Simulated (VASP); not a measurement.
# RbCl: elastic constants with PBEsol

The system is RbCl.

```
Rb Cl
1.0
     0.00000    3.27155    3.27155
     3.27155    0.00000    3.27155
     3.27155    3.27155    0.00000
Rb Cl
1 1
Direct
  0.50000 0.50000 0.50000
  0.00000 0.00000 0.00000
```

```
Program                   : VASP 6.6.1
Task                      : elastic constants
Functional                : PBEsol
Potentials or basis       : VASP PAW PBE potentials, release 64 (Rb_sv, Cl)
Cutoff                    : 500 eV
k mesh                    : 8 × 8 × 8
Occupations               : gaussian, width 0.05 eV
Spin                      : no spin polarisation
Dipole correction         : no
Ions in elastic constants : relaxed
Further INCAR settings    : ALGO = Normal; EDIFF = 1e-08; NBANDS = 15; IBRION = 6; POTIM = 0.015; NSW = 1; ISIF = 3
```

| Property | Result |
| --- | --- |
| Elastic constants C11, C12, C44 | 40, 5, 5 GPa |
| Voigt bulk modulus | 17 GPa |
| Highest phonon frequency at Γ, LO-TO splitting left out | 114 cm⁻¹ |

Phonon frequencies in cm⁻¹ (negative: imaginary):
```tsv
q point	frequencies
(0.000, 0.000, 0.000)	0 0 0 114 114 114
```

Elastic tensor in Voigt notation (GPa, in the Cartesian axes of the cell as first typed):
```
40  5  5  0  0  0
 5 40  5  0  0  0
 5  5 40  0  0  0
 0  0  0  5  0  0
 0  0  0  0  5  0
 0  0  0  0  0  5
```

Clamped-ion elastic tensor (GPa):
```
40  5  5  0  0  0
 5 40  5  0  0  0
 5  5 40  0  0  0
 0  0  0  5  0  0
 0  0  0  0  5  0
 0  0  0  0  0  5
```

Run time: 6.4 min on 1 thread of Intel(R) Xeon(R) 6975P-C (Granite Rapids), with other jobs on the host, peak memory 0.38 GiB.

Caveat: the PAW data sets were made with another functional, which shifts forces and pressure a little.
